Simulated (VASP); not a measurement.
# In3Se (Pm-3m) in VASP: notebook

Runs on In3Se. Level: LDA. Tasks: single point.

Everything below comes from runs of VASP 6.6.1. Logs are shortened: lines on timing, memory, paths and dates and some standing lists are left out, and cuts for length are marked.

### 1 The cell of the first run

Symmetry: Pm-3m, No. 221, cubic system. The conventional cell has a = 4.706 Å, b = 4.706 Å, c = 4.706 Å, α = 90.00°, β = 90.00°, γ = 90.00°. In (site symmetry 4/mmm) has 8 In at 3.33 Å and 4 Se at 3.33 Å within 4.4 Å. Within 4.4 Å of Se (site symmetry m-3m) lie 12 In at 3.33 Å.

### 2 Single point, LDA

File INCAR:

```
SYSTEM = In3Se
ALGO = Normal ; EDIFF = 1E-7
ENCUT = 520 ; GGA = CA
ISIF = 2 ; ISMEAR = -1
LASPH = .True. ; LCHARG = .False.
LREAL = .False. ; LWAVE = .False.
NBANDS = 30 ; NELM = 60
PREC = Accurate ; SIGMA = 0.05
```

File KPOINTS:

```
k-points
0
Gamma
  6 6 6
  0 0 0
```

File POSCAR:

```
In3Se
1.0
    4.7056946064      0.0000000000      0.0000000000
    0.0000000000      4.7056946064      0.0000000000
    0.0000000000      0.0000000000      4.7056946064
In Se
3 1
Direct
    0.5000000000      0.5000000000      0.0000000000
    0.5000000000      0.0000000000      0.5000000000
    0.0000000000      0.5000000000      0.5000000000
    0.0000000000      0.0000000000      0.0000000000
```

Potentials or basis: VASP PAW LDA potentials, release 64 (In_d, Se).

Started as:

```bash
cat potpaw_LDA.64/In_d/POTCAR potpaw_LDA.64/Se/POTCAR > POTCAR
mpirun -np 1 vasp_std > vasp.out
```

OUTCAR:

```text
SYSTEM = In3Se
   EDIFF = 1E-7
   ENCUT = 520
   GGA = CA
   ISIF = 2
   ISMEAR = -1
   LASPH = .True.
   LREAL = .False.
   NELM = 60
   PREC = Accurate

 ion  position               nearest neighbor table
   1  0.500  0.500  0.000-   2 3.33   3 3.33   4 3.33   2 3.33   3 3.33   2 3.33   4 3.33   2 3.33
                             3 3.33   4 3.33   3 3.33   4 3.33
   2  0.500  0.000  0.500-   1 3.33   3 3.33   4 3.33   1 3.33   4 3.33   1 3.33   3 3.33   1 3.33
                             3 3.33   4 3.33   4 3.33   3 3.33
   3  0.000  0.500  0.500-   1 3.33   2 3.33   4 3.33   1 3.33   4 3.33   2 3.33   4 3.33   4 3.33
                             1 3.33   2 3.33   1 3.33   2 3.33
   4  0.000  0.000  0.000-   1 3.33   2 3.33   3 3.33   2 3.33   3 3.33   1 3.33   3 3.33   3 3.33
                             1 3.33   2 3.33   2 3.33   1 3.33

  LATTYP: Found a simple cubic cell.
 ALAT       =     4.7056946064

  Lattice vectors:

 A1 = (   4.7056946064,   0.0000000000,   0.0000000000)
 A2 = (   0.0000000000,   4.7056946064,   0.0000000000)
 A3 = (   0.0000000000,   0.0000000000,   4.7056946064)

Analysis of symmetry for initial positions (statically):
=====================================================================
 Subroutine PRICEL returns:
 Original cell was already a primitive cell.

 Routine SETGRP: Setting up the symmetry group for a
 simple cubic supercell.

 Subroutine GETGRP returns: Found 48 space group operations
 (whereof 48 operations were pure point group operations)
 out of a pool of 48 trial point group operations.

The static configuration has the point symmetry O_h .

Analysis of symmetry for dynamics (positions and initial velocities):
=====================================================================
 Subroutine PRICEL returns:
 Original cell was already a primitive cell.

 Routine SETGRP: Setting up the symmetry group for a
 simple cubic supercell.

 Subroutine GETGRP returns: Found 48 space group operations
 (whereof 48 operations were pure point group operations)
 out of a pool of 48 trial point group operations.

The dynamic configuration has the point symmetry O_h .

 Subroutine INISYM returns: Found 48 space group operations
 (whereof 48 operations are pure point group operations),
 and found     1 'primitive' translations

----------------------------------------------------------------------------------------

                                     Primitive cell

  volume of cell :     104.2008

  direct lattice vectors                    reciprocal lattice vectors
     4.705694606  0.000000000  0.000000000     0.212508478  0.000000000  0.000000000
     0.000000000  4.705694606  0.000000000     0.000000000  0.212508478  0.000000000
     0.000000000  0.000000000  4.705694606     0.000000000  0.000000000  0.212508478

  length of vectors
     4.705694606  4.705694606  4.705694606     0.212508478  0.212508478  0.212508478

  position of ions in fractional coordinates (direct lattice)
     0.500000000  0.500000000  0.000000000
     0.500000000  0.000000000  0.500000000
     0.000000000  0.500000000  0.500000000
     0.000000000  0.000000000  0.000000000

  ion indices of the primitive-cell ions
   primitive index   ion index
                 1           1
                 2           2
                 3           3
                 4           4

----------------------------------------------------------------------------------------

 KPOINTS: k-points

Automatic generation of k-mesh.
 Grid dimensions read from file:
 generate k-points for:    6    6    6

 Generating k-lattice:

  Cartesian coordinates                     Fractional coordinates (reciprocal lattice)
     0.035418080  0.000000000  0.000000000     0.166666667  0.000000000  0.000000000
     0.000000000  0.035418080  0.000000000     0.000000000  0.166666667  0.000000000
     0.000000000  0.000000000  0.035418080     0.000000000  0.000000000  0.166666667

  Length of vectors
     0.035418080  0.035418080  0.035418080

  Shift w.r.t. Gamma in fractional coordinates (k-lattice)
     0.000000000  0.000000000  0.000000000

 Subroutine IBZKPT returns following result:
 ===========================================

 Found     20 irreducible k-points:

 Following reciprocal coordinates:
            Coordinates               Weight
  0.000000  0.000000  0.000000      1.000000
  0.166667  0.000000  0.000000      6.000000
  0.333333  0.000000  0.000000      6.000000
  0.500000  0.000000  0.000000      3.000000
  0.166667  0.166667  0.000000     12.000000
  0.333333  0.166667  0.000000     24.000000
[... 12 lines left out ...]
  0.500000  0.500000  0.333333      6.000000
  0.500000  0.500000  0.500000      1.000000
   k-points           NKPTS =     20   k-points in BZ     NKDIM =     20   number of bands    NBANDS=     30
   number of dos      NEDOS =    301   number of ions     NIONS =      4
   total plane-waves  NPLWV =  46656
   dimension x,y,z NGX =    36 NGY =   36 NGZ =   36
   dimension x,y,z NGXF=    72 NGYF=   72 NGZF=   72
   ions per type =               3   1
   NGX,Y,Z   is equivalent  to a cutoff of  12.72, 12.72, 12.72 a.u.
   NGXF,Y,Z  is equivalent  to a cutoff of  25.44, 25.44, 25.44 a.u.
 SYSTEM =  In3Se
   PREC   = accura    normal or accurate (medium, high low for compatibility)
   ISTART =      0    job   : 0-new  1-cont  2-samecut
   ICHARG =      2    charge: 1-file 2-atom 10-const
   ISPIN  =      1    spin polarized calculation?
   LNONCOLLINEAR =      F non collinear calculations
   LSORBIT =      F    spin-orbit coupling
   LASPH  =      T    aspherical Exc in radial PAW
   ENCUT  =  520.0 eV  38.22 Ry    6.18 a.u.   8.75  8.75  8.75*2*pi/ulx,y,z
   NELM   =     60;   NELMIN=  2; NELMDL= -5     # of ELM steps
   EDIFF  = 0.1E-06   stopping-criterion for ELM
   LREAL  =      F    real-space projection
   EDIFFG = 0.1E-05   stopping-criterion for IOM
   NSW    =      0    number of steps for IOM
   IBRION =     -1    ionic relax: 0-MD 1-quasi-New 2-CG
   NFREE  =      0    steps in history (QN), initial steepest desc. (CG)
   ISIF   =      2    stress and relaxation
   ISYM   =      2    0-nonsym 1-usesym 2-fastsym
   POTIM  = 0.5000    time-step for ionic-motion
   TEBEG  =    0.0;   TEEND  =   0.0 temperature during run
   PSTRESS=    0.0 pullay stress
   NELECT =      45.0000    total number of electrons
   NUPDOWN=      -1.0000    fix difference up-down
   EMIN   =  10.00;   EMAX   =-10.00  energy-range for DOS
   EFERMI =   0.00;   METHOD = LEGACY
   ISMEAR =    -1;   SIGMA  =   0.05  broadening in eV -4-tet -1-fermi 0-gaus
   EFERMI_NEDOS =   21; number of points for ismear=-14 and -15
   IALGO  =     38    algorithm
   IMIX   =      4    mixing-type and parameters
     AMIX     =   0.40;   BMIX     =  1.00
     AMIX_MAG =   1.60;   BMIX_MAG =  1.00
  volume/ion in A,a.u.               =      26.05       175.80
  Fermi-wavevector in a.u.,A,eV,Ry     =   1.237434  2.338411 20.833814  1.531242
  Thomas-Fermi vector in A             =   2.372001
   LORBIT       =      0    0 simple, 1 ext, 2 COOP (PROOUT), +10 PAW based schemes
   GGA     = CA    functional components
   LHFCALC =     F    Hartree Fock is set to
   AEXX    =    0.0000 exact exchange contribution
   IVDW    =     0    specifies the selected vdW correction
   LEPSILON=     F    determine dielectric tensor
   LRPA    =     F    only Hartree local field effects (RPA)
 non-spin polarized calculation
  energy-cutoff  :      520.00
  volume of cell :      104.20
 maximum number of plane-waves:      2832
 NGX is ok and might be reduce to    36
   NGX = 17   NGY = 17   NGZ = 17

 number of electron      45.0000016 magnetization

 Free energy of the ion-electron system (eV)
  ---------------------------------------------------
  ext. energy  EPLUGINS =         0.00000000
  ---------------------------------------------------
  free energy    TOTEN  =       -14.17180191 eV

  energy without entropy =      -14.16165230  energy(sigma->0) =      -14.16672710

 E-fermi :   6.4113     XC(G=0): -10.3040

 val. band max:        6.4020105099   @ k =   0.5000   0.1667   0.0000
 cond. band min:       6.4878464732   @ k =   0.1667   0.1667   0.0000
 fundamental gap:      0.0858359633
 Fermi energy:         6.4113269300

 k-point     1 :       0.0000    0.0000    0.0000
  band No.  band energies     occupation
      1      -8.4145      2.00000
      2      -8.3925      2.00000
      3      -8.3925      2.00000
      4      -8.3925      2.00000
      5      -8.2497      2.00000
      6      -8.2497      2.00000
[... 22 lines left out ...]
     29      11.8884      0.00000
     30      13.4271      0.00000

 k-point     2 :       0.1667    0.0000    0.0000
  band No.  band energies     occupation
      1      -8.3873      2.00000
      2      -8.3854      2.00000
      3      -8.3635      2.00000
      4      -8.3635      2.00000
      5      -8.2459      2.00000
      6      -8.2302      2.00000
[... 22 lines left out ...]
     29      12.5731      0.00000
     30      13.5471      0.00000

 k-point     3 :       0.3333    0.0000    0.0000
  band No.  band energies     occupation
      1      -8.3762      2.00000
      2      -8.3128      2.00000
      3      -8.2833      2.00000
      4      -8.2833      2.00000
      5      -8.2362      2.00000
      6      -8.1812      2.00000
[... 22 lines left out ...]
     29      12.5466      0.00000
     30      13.0229      0.00000

 k-point     4 :       0.5000    0.0000    0.0000
  band No.  band energies     occupation
      1      -8.3704      2.00000
      2      -8.2637      2.00000
      3      -8.2177      2.00000
      4      -8.1950      2.00000
      5      -8.1950      2.00000
      6      -8.1441      2.00000
[... 22 lines left out ...]
     29      10.9066      0.00000
     30      12.3628      0.00000

 k-point     5 :       0.1667    0.1667    0.0000
  band No.  band energies     occupation
      1      -8.3680      2.00000
      2      -8.3674      2.00000
      3      -8.3489      2.00000
      4      -8.3345      2.00000
      5      -8.2347      2.00000
      6      -8.2161      2.00000
[... 22 lines left out ...]
     29      12.6376      0.00000
     30      13.1026      0.00000
[... 394 lines left out ...]
     29      13.2743      0.00000
     30      14.2116      0.00000

 k-point    18 :       0.5000    0.3333    0.3333
  band No.  band energies     occupation
      1      -8.3639      2.00000
      2      -8.2941      2.00000
      3      -8.2580      2.00000
      4      -8.2520      2.00000
      5      -8.2469      2.00000
      6      -8.2413      2.00000
[... 22 lines left out ...]
     29      13.4886      0.00000
     30      13.4957      0.00000

 k-point    19 :       0.5000    0.5000    0.3333
  band No.  band energies     occupation
      1      -8.3936      2.00000
      2      -8.2769      2.00000
      3      -8.2769      2.00000
      4      -8.2755      2.00000
      5      -8.2427      2.00000
      6      -8.2427      2.00000
[... 22 lines left out ...]
     29      13.6520      0.00000
     30      14.5659      0.00000

 k-point    20 :       0.5000    0.5000    0.5000
  band No.  band energies     occupation
      1      -8.4281      2.00000
      2      -8.2889      2.00000
      3      -8.2889      2.00000
      4      -8.2889      2.00000
      5      -8.2504      2.00000
      6      -8.2504      2.00000
[... 22 lines left out ...]
     29      14.7077      0.00000
     30      15.0033      0.00000

------------------------ aborting loop because EDIFF is reached ----------------------------------------

  FORCE on cell =-STRESS in cart. coord.  units (eV):
  Direction    XX          YY          ZZ          XY          YZ          ZX
  --------------------------------------------------------------------------------------
  -------------------------------------------------------------------------------------
  Total       -1.5820756     -1.5820756     -1.5820756     -0.0000000     -0.0000000      0.0000000
  in kB      -24.3257705    -24.3257705    -24.3257705     -0.0000000     -0.0000000      0.0000000
  external PRESSURE =     -24.3257705 kB  Pullay stress =       0.0000000 kB

 VOLUME and BASIS-vectors are now :
 -----------------------------------------------------------------------------
  energy-cutoff  :      520.00
  volume of cell :      104.20
      direct lattice vectors                 reciprocal lattice vectors
     4.705694606  0.000000000  0.000000000     0.212508478  0.000000000  0.000000000
     0.000000000  4.705694606  0.000000000     0.000000000  0.212508478  0.000000000
     0.000000000  0.000000000  4.705694606     0.000000000  0.000000000  0.212508478

 POSITION                                       TOTAL-FORCE (eV/Angst)
 -----------------------------------------------------------------------------------
      2.35285      2.35285      0.00000         0.000000      0.000000      0.000000
      2.35285      0.00000      2.35285         0.000000      0.000000      0.000000
      0.00000      2.35285      2.35285         0.000000      0.000000      0.000000
      0.00000      0.00000      0.00000         0.000000      0.000000      0.000000
 -----------------------------------------------------------------------------------
    total drift:                                0.000000      0.000000      0.000000

  FREE ENERGIE OF THE ION-ELECTRON SYSTEM (eV)
  ---------------------------------------------------
  free  energy   TOTEN  =       -14.1718019063 eV

  energy  without entropy=      -14.1616522959  energy(sigma->0) =      -14.16672710
```

Run time: 35 s. Hardware: 1 thread of Intel Xeon Platinum 8375C at 2.90GHz (Ice Lake), shared host; peak memory 0.2 GiB.

Results:

```
Free energy            : -14.1718 eV
Pressure               : -2.4 GPa
Band gap on the k mesh : zero (an odd number of electrons rules out a gap without spin polarisation)
```

Levels at points of the mesh, in eV from the Fermi level:
```csv
k point,band 20,band 21,band 22,band 23,band 24,band 25,band 26,band 27
"(0.00, 0.00, 0.00)",-3.53,-2.26,-2.26,1.11,1.11,1.11,4.21,4.21
"(0.50, 0.00, 0.00)",-2.63,-1.64,-1.10,-0.25,-0.25,1.26,3.85,3.85
"(0.50, 0.50, 0.00)",-2.08,-1.01,-0.69,-0.69,1.44,1.69,1.69,1.88
"(0.50, 0.50, 0.50)",-4.50,-4.50,-4.50,-3.46,3.12,3.12,3.12,8.25
```

Caveat: spin-orbit coupling is left out, which moves the levels of the heavy elements.

### 3 Single point, LDA

This run uses another cell than the first one, of 27.16 Å³/atom.

File INCAR:

```
SYSTEM = In3Se
ALGO     = Normal         ! electronic algorithm
EDIFF    = 1E-6           ! SCF threshold, eV
ENCUT    = 520            ! plane-wave cutoff, eV
GGA      = CA             ! functional
ISIF     = 2              ! what is computed and relaxed
ISMEAR   = -1             ! smearing method
LASPH    = .TRUE.         ! aspherical terms in the spheres
LCHARG   = .TRUE.         ! write CHGCAR
LELF     = .TRUE.         ! ELF
LREAL    = .FALSE.        ! projectors in reciprocal space
LVHAR    = .TRUE.       
LWAVE    = .FALSE.        ! write WAVECAR
NBANDS   = 30             ! bands
NELM     = 60             ! most SCF steps
PREC     = Accurate       ! precision mode
SIGMA    = 0.05           ! smearing width, eV
```

File KPOINTS:

```
k-points
0
G
  6 6 6
  0 0 0
```

File POSCAR:

```
In3Se
1.0
    4.7715170420      0.0000000000      0.0000000000
    0.0000000000      4.7715170420      0.0000000000
    0.0000000000      0.0000000000      4.7715170420
In Se
3 1
Direct
    0.5000000000      0.5000000000      0.0000000000
    0.5000000000      0.0000000000      0.5000000000
    0.0000000000      0.5000000000      0.5000000000
    0.0000000000      0.0000000000      0.0000000000
```

Potentials or basis: VASP PAW LDA potentials, release 64 (In_d, Se).

Started as:

```bash
cat potpaw_LDA.64/In_d/POTCAR potpaw_LDA.64/Se/POTCAR > POTCAR
mpirun -np 1 vasp_std > vasp.out
```

Run time: 36 s. Hardware: 1 thread of Intel Xeon Platinum 8375C at 2.90GHz (Ice Lake), shared host; peak memory 0.2 GiB.

Results (log left out):

* Free energy: -14.0869 eV
* Pressure: -3.8 GPa
* Band gap on the k mesh: zero (an odd number of electrons rules out a gap without spin polarisation)

Levels at points of the mesh, in eV from the Fermi level:
```tsv
k point	band 18	band 19	band 20	band 21	band 22	band 23	band 24	band 25	band 26	band 27
(0.00, 0.00, 0.00)	-3.37	-3.37	-3.37	-2.35	-2.35	1.07	1.07	1.07	4.09	4.09
(0.50, 0.00, 0.00)	-5.10	-2.52	-2.52	-1.79	-1.08	-0.20	-0.20	1.31	3.68	3.71
(0.50, 0.50, 0.00)	-6.05	-5.85	-2.00	-0.96	-0.75	-0.75	1.33	1.69	1.69	1.83
(0.50, 0.50, 0.50)	-4.48	-4.48	-4.29	-4.29	-4.29	-3.30	2.98	2.98	2.98	7.94
```

Caveat: the cell stands under tension; spin-orbit coupling is left out, which moves the levels of the heavy elements.

### 4 Single point, LDA

This run uses another cell than the first one, of 28.27 Å³/atom.

File INCAR:

```
PREC = Accurate
ENCUT = 520
EDIFF = 1E-6
ISMEAR = -1
SIGMA = 0.05
LREAL = F
LASPH = T
NELM = 100
ALGO = Normal
ISIF = 2
LWAVE = F
LCHARG = T
GGA = CA
LELF = T
LVHAR = T
NBANDS = 30
```

File KPOINTS:

```
regular mesh
0
Gamma
  6 6 6
```

File POSCAR:

```
In3Se
1.0
    4.8355718940      0.0000000000      0.0000000000
    0.0000000000      4.8355718940      0.0000000000
    0.0000000000      0.0000000000      4.8355718940
In Se
3 1
Direct
    0.5000000000      0.5000000000      0.0000000000
    0.5000000000      0.0000000000      0.5000000000
    0.0000000000      0.5000000000      0.5000000000
    0.0000000000      0.0000000000      0.0000000000
```

Started as:

```bash
cat potpaw_LDA.64/In_d/POTCAR potpaw_LDA.64/Se/POTCAR > POTCAR
mpirun -np 1 vasp_std > vasp.out
```

Run time: 35 s. Hardware: 1 thread of Intel Xeon Platinum 8375C at 2.90GHz (Ice Lake), shared host; peak memory 0.2 GiB.

It converged, with:

| Property | Result |
| --- | --- |
| Free energy | -13.9701 eV |
| Pressure | -4.7 GPa |
| Band gap on the k mesh | zero (an odd number of electrons rules out a gap without spin polarisation) |

Levels at points of the mesh, in eV from the Fermi level:
| k point | band 20 | band 21 | band 22 | band 23 | band 24 | band 25 |
| --- | --- | --- | --- | --- | --- | --- |
| (0.00, 0.00, 0.00) | -3.20 | -2.42 | -2.42 | 1.05 | 1.05 | 1.05 |
| (0.50, 0.00, 0.00) | -2.39 | -1.92 | -1.04 | -0.14 | -0.14 | 1.36 |
| (0.50, 0.50, 0.00) | -1.91 | -0.91 | -0.80 | -0.80 | 1.24 | 1.70 |
| (0.50, 0.50, 0.50) | -4.08 | -4.08 | -4.08 | -3.15 | 2.85 | 2.85 |

Caveat: the cell stands under tension; spin-orbit coupling is left out, which moves the levels of the heavy elements.

### 5 Overview

| cell | gap on the mesh (eV) | pressure (GPa) |
| --- | --- | --- |
| a = 4.706 Å, 4 atoms | none | -2.4 |
| a = 4.772 Å, 4 atoms | none | -3.8 |
| a = 4.836 Å, 4 atoms | none | -4.7 |

Alike in all rows: task single point; level LDA; potentials or basis VASP PAW LDA potentials, release 64 (In_d, Se); no spin polarisation; k mesh 6 × 6 × 6; cutoff (eV) 520; smearing fermi-dirac 0.05 eV.

Caveats: spin-orbit coupling is left out, which moves the levels of the heavy elements; the cell stands under tension (at least some runs).

Absolute energies hang on the potentials; compare differences alone.
